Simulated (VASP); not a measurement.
# H (I4/mmm) in VASP: a series of runs

The runs below take H through single point, relaxation of cell and atoms, with PBEsol.

All numbers are computed with VASP 6.6.1; they aren't measurements. Logs are shortened: lines on timing, memory, paths and dates and some standing lists are left out, and cuts for length are marked.

### Step 1. The cell of the first run

It takes space group I4/mmm (No. 139, tetragonal). Conventional cell: a = 3.265 Å, b = 3.265 Å, c = 4.097 Å, α = 90.00°, β = 90.00°, γ = 90.00°. H (site symmetry 4mm) has 1 H at 1.24 Å within 1.7 Å.

### Step 2. Single point, PBEsol (strained)

Contents of INCAR:

```
ALGO = Normal
EDIFF = 1E-6
ENCUT = 520
GGA = PS
ISIF = 2
ISMEAR = 0
LASPH = True
LCHARG = True
LELF = True
LREAL = False
LVHAR = True
LWAVE = False
NBANDS = 8
NELM = 60
PREC = Accurate
SIGMA = 0.02
```

Contents of KPOINTS:

```
k-points
0
Gamma
  10 10 10
```

Contents of POSCAR:

```
H
1.0
   -1.6324999170      1.6324999170      2.0483874674
    1.6324999170     -1.6324999170      2.0483874674
    1.6324999170      1.6324999170     -2.0483874674
H
2
Direct
    0.8491376947      0.8491376947      0.0000000000
    0.1508623053      0.1508623053      0.0000000000
```

Potentials or basis: VASP PAW PBE potentials, release 64 (H).

Started as:

```bash
$ cat potpaw_PBE.64/H/POTCAR > POTCAR
$ mpirun -np 1 vasp_std > vasp.out
```

OUTCAR:

```text
EDIFF = 1E-6
   ENCUT = 520
   GGA = PS
   ISIF = 2
   ISMEAR = 0
   LASPH = True
   LREAL = False
   NELM = 60
   PREC = Accurate

 ion  position               nearest neighbor table
   1  0.849  0.849  0.000-
   2  0.151  0.151  0.000-

  LATTYP: Found a body centered tetragonal cell.
 ALAT       =     3.2649998340
 C/A-ratio  =     1.2547550209

  Lattice vectors:

 A1 = (  -1.6324999170,   1.6324999170,   2.0483874674)
 A2 = (   1.6324999170,  -1.6324999170,   2.0483874674)
 A3 = (   1.6324999170,   1.6324999170,  -2.0483874674)

Analysis of symmetry for initial positions (statically):
=====================================================================
 Subroutine PRICEL returns:
 Original cell was already a primitive cell.

 Routine SETGRP: Setting up the symmetry group for a
 body centered tetragonal supercell.

 Subroutine GETGRP returns: Found 16 space group operations
 (whereof 16 operations were pure point group operations)
 out of a pool of 16 trial point group operations.

The static configuration has the point symmetry D_4h.

Analysis of symmetry for dynamics (positions and initial velocities):
=====================================================================
 Subroutine PRICEL returns:
 Original cell was already a primitive cell.

 Routine SETGRP: Setting up the symmetry group for a
 body centered tetragonal supercell.

 Subroutine GETGRP returns: Found 16 space group operations
 (whereof 16 operations were pure point group operations)
 out of a pool of 16 trial point group operations.

The dynamic configuration has the point symmetry D_4h.

 Subroutine INISYM returns: Found 16 space group operations
 (whereof 16 operations are pure point group operations),
 and found     1 'primitive' translations

----------------------------------------------------------------------------------------

                                     Primitive cell

  volume of cell :      21.8363

  direct lattice vectors                    reciprocal lattice vectors
    -1.632499917  1.632499917  2.048387467     0.000000000  0.306278729  0.244094444
     1.632499917 -1.632499917  2.048387467     0.306278729  0.000000000  0.244094444
     1.632499917  1.632499917 -2.048387467     0.306278729  0.306278729  0.000000000

  length of vectors
     3.086422391  3.086422391  3.086422391     0.391648768  0.391648768  0.433143533

  position of ions in fractional coordinates (direct lattice)
     0.849137695  0.849137695  0.000000000
     0.150862305  0.150862305  0.000000000

  ion indices of the primitive-cell ions
   primitive index   ion index
                 1           1
                 2           2

----------------------------------------------------------------------------------------

 KPOINTS: k-points

Automatic generation of k-mesh.
 Grid dimensions read from file:
 generate k-points for:   10   10   10

 Generating k-lattice:

  Cartesian coordinates                     Fractional coordinates (reciprocal lattice)
     0.000000000  0.030627873  0.024409444     0.100000000  0.000000000 -0.000000000
     0.030627873  0.000000000  0.024409444     0.000000000  0.100000000 -0.000000000
     0.030627873  0.030627873  0.000000000     0.000000000  0.000000000  0.100000000

  Length of vectors
     0.039164877  0.039164877  0.043314353

  Shift w.r.t. Gamma in fractional coordinates (k-lattice)
     0.000000000  0.000000000  0.000000000

 Subroutine IBZKPT returns following result:
 ===========================================

 Found    102 irreducible k-points:

 Following reciprocal coordinates:
            Coordinates               Weight
  0.000000  0.000000  0.000000      1.000000
  0.100000  0.000000 -0.000000      8.000000
  0.200000  0.000000 -0.000000      8.000000
  0.300000  0.000000  0.000000      8.000000
  0.400000  0.000000  0.000000      8.000000
  0.500000  0.000000  0.000000      4.000000
[... 16 lines left out ...]
  0.300000  0.300000  0.000000      8.000000
  0.400000  0.300000  0.000000     16.000000
 [... further k-points ...]
   k-points           NKPTS =    102   k-points in BZ     NKDIM =    102   number of bands    NBANDS=      8
   number of dos      NEDOS =    301   number of ions     NIONS =      2
   total plane-waves  NPLWV =  13824
   dimension x,y,z NGX =    24 NGY =   24 NGZ =   24
   dimension x,y,z NGXF=    48 NGYF=   48 NGZF=   48
   ions per type =               2
   NGX,Y,Z   is equivalent  to a cutoff of  12.93, 12.93, 12.93 a.u.
   NGXF,Y,Z  is equivalent  to a cutoff of  25.85, 25.85, 25.85 a.u.
 SYSTEM =  unknown system
   PREC   = accura    normal or accurate (medium, high low for compatibility)
   ISTART =      0    job   : 0-new  1-cont  2-samecut
   ICHARG =      2    charge: 1-file 2-atom 10-const
   ISPIN  =      1    spin polarized calculation?
   LNONCOLLINEAR =      F non collinear calculations
   LSORBIT =      F    spin-orbit coupling
   LASPH  =      T    aspherical Exc in radial PAW
   ENCUT  =  520.0 eV  38.22 Ry    6.18 a.u.   5.74  5.74  5.74*2*pi/ulx,y,z
   NELM   =     60;   NELMIN=  2; NELMDL= -5     # of ELM steps
   EDIFF  = 0.1E-05   stopping-criterion for ELM
   LREAL  =      F    real-space projection
   EDIFFG = 0.1E-04   stopping-criterion for IOM
   NSW    =      0    number of steps for IOM
   IBRION =     -1    ionic relax: 0-MD 1-quasi-New 2-CG
   NFREE  =      0    steps in history (QN), initial steepest desc. (CG)
   ISIF   =      2    stress and relaxation
   ISYM   =      2    0-nonsym 1-usesym 2-fastsym
   POTIM  = 0.5000    time-step for ionic-motion
   TEBEG  =    0.0;   TEEND  =   0.0 temperature during run
   PSTRESS=    0.0 pullay stress
   NELECT =       2.0000    total number of electrons
   NUPDOWN=      -1.0000    fix difference up-down
   EMIN   =  10.00;   EMAX   =-10.00  energy-range for DOS
   EFERMI =   0.00;   METHOD = LEGACY
   ISMEAR =     0;   SIGMA  =   0.02  broadening in eV -4-tet -1-fermi 0-gaus
   EFERMI_NEDOS =   21; number of points for ismear=-14 and -15
   IALGO  =     38    algorithm
   IMIX   =      4    mixing-type and parameters
     AMIX     =   0.40;   BMIX     =  1.00
     AMIX_MAG =   1.60;   BMIX_MAG =  1.00
  volume/ion in A,a.u.               =      10.92        73.68
  Fermi-wavevector in a.u.,A,eV,Ry     =   0.737947  1.394518  7.409273  0.544566
  Thomas-Fermi vector in A             =   1.831752
   LORBIT       =      0    0 simple, 1 ext, 2 COOP (PROOUT), +10 PAW based schemes
   GGA     = PS    functional components
   LHFCALC =     F    Hartree Fock is set to
   AEXX    =    0.0000 exact exchange contribution
   IVDW    =     0    specifies the selected vdW correction
   LEPSILON=     F    determine dielectric tensor
   LRPA    =     F    only Hartree local field effects (RPA)
 non-spin polarized calculation
 Gauss-broadening in eV      SIGMA  =   0.02
  energy-cutoff  :      520.00
  volume of cell :       21.84
 maximum number of plane-waves:       603
   NGX = 11   NGY = 11   NGZ = 11

 number of electron       2.0000000 magnetization

 Free energy of the ion-electron system (eV)
  ---------------------------------------------------
  ext. energy  EPLUGINS =         0.00000000
  ---------------------------------------------------
  free energy    TOTEN  =        -4.92982492 eV

  energy without entropy =       -4.92982492  energy(sigma->0) =       -4.92982492

 E-fermi :  -4.6097     XC(G=0):  -6.4493

 val. band max:       -4.8038971657   @ k =   0.5000   0.5000   0.5000
 cond. band min:      -1.5713834192   @ k =   0.5000   0.0000   0.0000
 fundamental gap:      3.2325137465
 Fermi energy:        -4.6096514070

 k-point     1 :       0.0000    0.0000    0.0000
  band No.  band energies     occupation
      1      -9.5776      2.00000
      2       4.5965      0.00000
      3       9.1937      0.00000
      4      16.7860      0.00000
      5      16.7860      0.00000
      6      16.8529      0.00000
      7      16.8529      0.00000
      8      19.1864      0.00000

 k-point     2 :       0.1000    0.0000   -0.0000
  band No.  band energies     occupation
      1      -9.3953      2.00000
      2       4.0403      0.00000
      3       9.2143      0.00000
      4      14.5779      0.00000
      5      15.3142      0.00000
      6      17.9953      0.00000
      7      18.3275      0.00000
      8      18.8745      0.00000

 k-point     3 :       0.2000    0.0000   -0.0000
  band No.  band energies     occupation
      1      -8.8638      2.00000
      2       2.6215      0.00000
      3       9.1922      0.00000
      4      12.4470      0.00000
      5      14.1854      0.00000
      6      17.4116      0.00000
      7      17.6230      0.00000
      8      19.5856      0.00000

 k-point     4 :       0.3000    0.0000    0.0000
  band No.  band energies     occupation
      1      -8.0436      2.00000
      2       0.8233      0.00000
      3       9.0792      0.00000
      4      11.0213      0.00000
      5      13.4525      0.00000
      6      16.2363      0.00000
      7      16.6421      0.00000
      8      19.7265      0.00000

 k-point     5 :       0.4000    0.0000    0.0000
  band No.  band energies     occupation
      1      -7.1207      2.00000
      2      -0.8220      0.00000
      3       8.9450      0.00000
      4      10.2434      0.00000
      5      13.0769      0.00000
      6      15.2838      0.00000
      7      16.5602      0.00000
      8      18.2959      0.00000

 k-point     6 :       0.5000    0.0000    0.0000
  band No.  band energies     occupation
      1      -6.6334      2.00000
      2      -1.5714      0.00000
      3       8.8866      0.00000
      4       9.9984      0.00000
      5      12.9721      0.00000
      6      14.9417      0.00000
      7      17.0547      0.00000
      8      17.2382      0.00000

 k-point     7 :       0.1000    0.1000   -0.0000
  band No.  band energies     occupation
      1      -9.0701      2.00000
      2       3.0358      0.00000
      3       9.8142      0.00000
      4      12.1915      0.00000
      5      14.7484      0.00000
      6      17.6899      0.00000
      7      18.2081      0.00000
      8      19.0829      0.00000

 k-point     8 :       0.2000    0.1000   -0.0000
  band No.  band energies     occupation
      1      -8.4168      2.00000
      2       1.5913      0.00000
      3       9.7433      0.00000
      4      10.2724      0.00000
      5      14.1978      0.00000
      6      16.6052      0.00000
      7      18.9177      0.00000
      8      19.5710      0.00000

 k-point     9 :       0.3000    0.1000    0.0000
  band No.  band energies     occupation
      1      -7.5331      2.00000
      2       0.0052      0.00000
      3       8.5935      0.00000
      4       9.8133      0.00000
      5      13.7195      0.00000
      6      15.9073      0.00000
      7      17.9335      0.00000
      8      19.6523      0.00000

 k-point    10 :       0.4000    0.1000    0.0000
  band No.  band energies     occupation
      1      -6.7198      2.00000
      2      -1.2190      0.00000
      3       7.9065      0.00000
      4       9.5108      0.00000
      5      13.4912      0.00000
      6      15.2675      0.00000
      7      17.2352      0.00000
      8      19.2917      0.00000
[... 78 lines left out ...]
 k-point    18 :       0.4000    0.2000    0.0000
  band No.  band energies     occupation
      1      -6.3253      2.00000
      2      -1.0734      0.00000
      3       5.6896      0.00000
      4       8.8553      0.00000
      5      12.5334      0.00000
      6      16.6082      0.00000
      7      18.8870      0.00000
      8      22.7699      0.00000

 k-point    19 :       0.5000    0.2000    0.0000
  band No.  band energies     occupation
      1      -6.6156      2.00000
      2      -0.4501      0.00000
      3       5.6010      0.00000
      4       8.8400      0.00000
      5      11.8933      0.00000
      6      17.0833      0.00000
      7      19.0928      0.00000
      8      21.2210      0.00000

 k-point    20 :      -0.4000    0.2000   -0.0000
  band No.  band energies     occupation
      1      -7.4065      2.00000
      2       0.9929      0.00000
      3       5.8140      0.00000
      4       9.4851      0.00000
      5      11.7551      0.00000
      6      17.3386      0.00000
      7      17.9534      0.00000
      8      20.4084      0.00000

 k-point    21 :      -0.3000    0.2000   -0.0000
  band No.  band energies     occupation
      1      -8.1907      2.00000
      2       2.5597      0.00000
      3       6.1183      0.00000
      4      11.0322      0.00000
      5      12.2308      0.00000
      6      15.0982      0.00000
      7      18.9920      0.00000
      8      20.6569      0.00000

 k-point    22 :      -0.2000    0.2000    0.0000
  band No.  band energies     occupation
      1      -8.7418      2.00000
      2       3.5157      0.00000
      3       6.7461      0.00000
      4      13.3436      0.00000
      5      13.3527      0.00000
      6      13.7307      0.00000
      7      19.5740      0.00000
      8      19.7475      0.00000

 k-point    23 :       0.3000    0.3000    0.0000
  band No.  band energies     occupation
      1      -6.2394      2.00000
      2      -0.7685      0.00000
      3       4.7083      0.00000
      4       8.6592      0.00000
      5      12.2236      0.00000
      6      17.7163      0.00000
      7      19.8883      0.00000
      8      21.6776      0.00000

 k-point    24 :       0.4000    0.3000    0.0000
  band No.  band energies     occupation
      1      -6.0996      2.00000
      2      -0.3662      0.00000
      3       3.8772      0.00000
      4       8.3380      0.00000
      5      11.1654      0.00000
      6      18.6878      0.00000
      7      19.5607      0.00000
      8      22.6008      0.00000

 [... further k-points ...]
[... 5 lines left out ...]
  --------------------------------------------------------------------------------------
  -------------------------------------------------------------------------------------
  Total       -0.1478047     -0.1478047     -5.3348840      0.0000000     -0.0000000      0.0000000
  in kB      -10.8447742    -10.8447742   -391.4327167      0.0000000     -0.0000000      0.0000000
  external PRESSURE =    -137.7074217 kB  Pullay stress =       0.0000000 kB

 VOLUME and BASIS-vectors are now :
 -----------------------------------------------------------------------------
  energy-cutoff  :      520.00
  volume of cell :       21.84
      direct lattice vectors                 reciprocal lattice vectors
    -1.632499917  1.632499917  2.048387467     0.000000000  0.306278729  0.244094444
     1.632499917 -1.632499917  2.048387467     0.306278729  0.000000000  0.244094444
     1.632499917  1.632499917 -2.048387467     0.306278729  0.306278729  0.000000000

 POSITION                                       TOTAL-FORCE (eV/Angst)
 -----------------------------------------------------------------------------------
      0.00000      0.00000      3.47873         0.000000      0.000000      4.255845
      0.00000      0.00000      0.61805        -0.000000     -0.000000     -4.255845
 -----------------------------------------------------------------------------------
    total drift:                                0.000000     -0.000000      0.000000

  FREE ENERGIE OF THE ION-ELECTRON SYSTEM (eV)
  ---------------------------------------------------
  free  energy   TOTEN  =        -4.9298249183 eV

  energy  without entropy=       -4.9298249183  energy(sigma->0) =       -4.92982492
```

It took 18 s on 1 thread of AMD EPYC 7R43 (Zen 3), shared host; peak memory 0.1 GiB.

Results:

```yaml
Free_energy: -4.9298 eV
Pressure: -13.8 GPa
Largest_force: 4.256 eV/Å
Band_gap_on_the_k_mesh: 3.23 eV, indirect (least direct gap 3.44 eV)
```

Forces in eV/Å, atoms in the order of the input:
```
H    0.000  0.000  4.256
H    0.000  0.000 -4.256
```

Levels at points of the mesh, in eV from the valence-band top:
```csv
k point,band 1,band 2,band 3,band 4,band 5
"(0.00, 0.00, 0.00)",-4.77,9.40,14.00,21.59,21.59
"(0.50, 0.00, 0.00)",-1.83,3.23,13.69,14.80,17.78
"(0.50, 0.50, 0.00)",-1.55,6.84,6.98,13.52,15.67
"(0.50, 0.50, 0.50)",0.00,3.44,10.61,12.96,12.96
```

Caveat: the cell differs from its parent crystal (strained); the PAW data sets were made with another functional, which shifts forces and pressure a little.

### Step 3. Single point, PBEsol (strained)

Contents of INCAR:

```
PREC = Accurate
ENCUT = 520
EDIFF = 1E-6
ISMEAR = 0
SIGMA = 0.02
LREAL = False
LASPH = True
NELM = 80
ALGO = Normal
ISIF = 2
LWAVE = False
LCHARG = True
GGA = PS
LELF = True
LVHAR = True
NBANDS = 8
```

Contents of KPOINTS:

```
regular mesh
0
Gamma
  10 10 10
```

Contents of POSCAR:

```
H
1.0
   -1.7023095446      1.7023095446      2.1333406890
    1.7023095446     -1.7023095446      2.1333406890
    1.7023095446      1.7023095446     -2.1333406890
H
2
Direct
    0.9025753386      0.9025753386      0.0000000000
    0.0974246614      0.0974246614      0.0000000000
```

Potentials or basis: VASP PAW PBE potentials, release 64 (H).

Started as:

```bash
$ cat potpaw_PBE.64/H/POTCAR > POTCAR
$ mpirun -np 1 vasp_std > vasp.out
```

It took 19 s on 1 thread of AMD EPYC 7R43 (Zen 3), shared host; peak memory 0.1 GiB.

It converged, with:

* Free energy: -6.4539 eV
* Pressure: -3.5 GPa
* Largest force: 1.889 eV/Å
* Band gap on the k mesh: 7.92 eV, indirect (least direct gap 8.65 eV)

Forces on the atoms (eV/Å):
```
H    0.000  0.000  1.889
H    0.000  0.000 -1.889
```

Stress tensor (GPa, compression positive):
```
 -0.12   0.00   0.00
  0.00  -0.12   0.00
  0.00   0.00 -10.25
```

Levels at points of the mesh, in eV from the valence-band top:
| k point | band 1 | band 2 | band 3 | band 4 |
| --- | --- | --- | --- | --- |
| (0.00, 0.00, 0.00) | -2.50 | 13.14 | 15.18 | 22.36 |
| (0.50, 0.00, 0.00) | -0.85 | 7.92 | 16.15 | 17.16 |
| (0.50, 0.50, 0.00) | -0.60 | 9.96 | 12.38 | 15.31 |
| (0.50, 0.50, 0.50) | 0.00 | 8.65 | 14.41 | 15.37 |

Caveat: the cell differs from its parent crystal (strained); the PAW data sets were made with another functional, which shifts forces and pressure a little. A k mesh can miss the band edges.

[end of part 1 of 2]
